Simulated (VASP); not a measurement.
A run of VASP 6.6.1:

Contents of INCAR:

```
SYSTEM = Se
PREC = Accurate
ENCUT = 520
EDIFF = 1E-7
ISMEAR = -1
SIGMA = 0.1
LREAL = .FALSE.
LASPH = .TRUE.
NELM = 100
ALGO = Normal
ISIF = 2
LWAVE = .FALSE.
LCHARG = .FALSE.
GGA = PS
NBANDS = 9
```

KPOINTS

```
regular mesh
0
G
  15 15 15
  0 0 0
```

The input POSCAR:

```
Se
1.0
   -1.6176284211      1.6176284211      1.6176284211
    1.6176284211     -1.6176284211      1.6176284211
    1.6176284211      1.6176284211     -1.6176284211
Se
1
Direct
    0.0000000000      0.0000000000      0.0000000000
```

Potentials or basis: VASP PAW PBE potentials, release 64 (Se).

Run with:

```sh
$ cat potpaw_PBE.64/Se/POTCAR > POTCAR
$ mpirun -np 1 vasp_std > vasp.out
```

Hardware: 1 thread of AMD EPYC 7R13, on a shared host.

**Question.** Estimate the wall time of this run.

**Answer.** It took 28 s on 1 thread of AMD EPYC 7R13 (shared host), peak memory 0.12 GiB. Counts: scf iterations 11, k points 120.
